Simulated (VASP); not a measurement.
Here is a VASP 6.6.1 calculation.

The input INCAR:

```
PREC = Accurate
ENCUT = 500
EDIFF = 1E-6
ISMEAR = 0
SIGMA = 0.01
LREAL = False
LASPH = True
NELM = 120
ALGO = Normal
ISIF = 2
LWAVE = False
LCHARG = False
GGA = CA
NBANDS = 15
GGA_COMPAT = False
```

File KPOINTS:

```
Automatic mesh
0
Gamma
  4 4 4
  0.5 0.5 0.5
```

POSCAR

```
CsI
1.0
    4.5667000000      0.0000000000      0.0000000000
    0.0000000000      4.5667000000      0.0000000000
    0.0000000000      0.0000000000      4.5667000000
Cs I
1 1
Direct
    0.0000000000      0.0000000000      0.0000000000
    0.5000000000      0.5000000000      0.5021897650
```

Potentials or basis: VASP PAW LDA potentials, release 64 (Cs_sv, I).

Launch:

```sh
$ cat potpaw_LDA.64/Cs_sv/POTCAR potpaw_LDA.64/I/POTCAR > POTCAR
$ mpirun -np 1 vasp_std > vasp.out
```

**Question.** Estimate the largest force.

**Answer.** 0.006 eV/Å.

**Question.** Predict the pressure.

**Answer.** -1.4 GPa.

**Question.** What does it give for the band gap on the k mesh?

**Answer.** 4.75 eV, indirect (least direct gap 4.77 eV).

Forces on the atoms (eV/Å):
```
Cs   0.000  0.000  0.006
I    0.000  0.000 -0.006
```

Caveat: spin-orbit coupling is left out, which moves the levels of the heavy elements. A k mesh can miss the band edges.
